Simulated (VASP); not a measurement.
Write the native input for VASP 6.6.1 that does the following.

| Quantity | Value |
| --- | --- |
| Task | single point |
| Functional | LDA |
| Potentials or basis | VASP PAW LDA potentials, release 64 (Na_pv) |
| Cutoff | 520 eV |
| k mesh | 16 × 16 × 16 |
| Occupations | gaussian, width 0.15 eV |
| Spin | no spin polarisation |
| Dipole correction | no |
| Further INCAR settings | ALGO = Fast; EDIFF = 1e-06; NBANDS = 10 |

The structure of Na lies in POSCAR:

```
Na
1.0
   -2.0539750000      2.0539750000      2.0857375000
    2.0539750000     -2.0539750000      2.0857375000
    2.0539750000      2.0539750000     -2.0857375000
Na
1
Direct
    0.0000000000      0.0000000000      0.0000000000
```

This cell differs from its parent crystal: strain -0.030 along x and y, -0.015 along z.

These files were run (other wordings do the same):

INCAR

```
PREC = Accurate
ENCUT = 520
EDIFF = 1E-6
ISMEAR = 0
SIGMA = 0.15
LREAL = False
LASPH = True
NELM = 80
ALGO = Fast
ISIF = 2
LWAVE = False
LCHARG = False
GGA = CA
NBANDS = 10
```

KPOINTS

```
Automatic mesh
0
Gamma
  16 16 16
```

Potentials or basis: VASP PAW LDA potentials, release 64 (Na_pv).

Run with:

```console
$ cat potpaw_LDA.64/Na_pv/POTCAR > POTCAR
$ mpirun -np 1 vasp_std > vasp.out
```

Results of the run:

* Pressure: -0.6 GPa

Caveat: the cell differs from its parent crystal (strain -0.030 along x and y, -0.015 along z).

Wall time 36 s on 1 thread of Intel(R) Xeon(R) 6975P-C (Granite Rapids), on a shared host, peak memory 0.2 GiB.
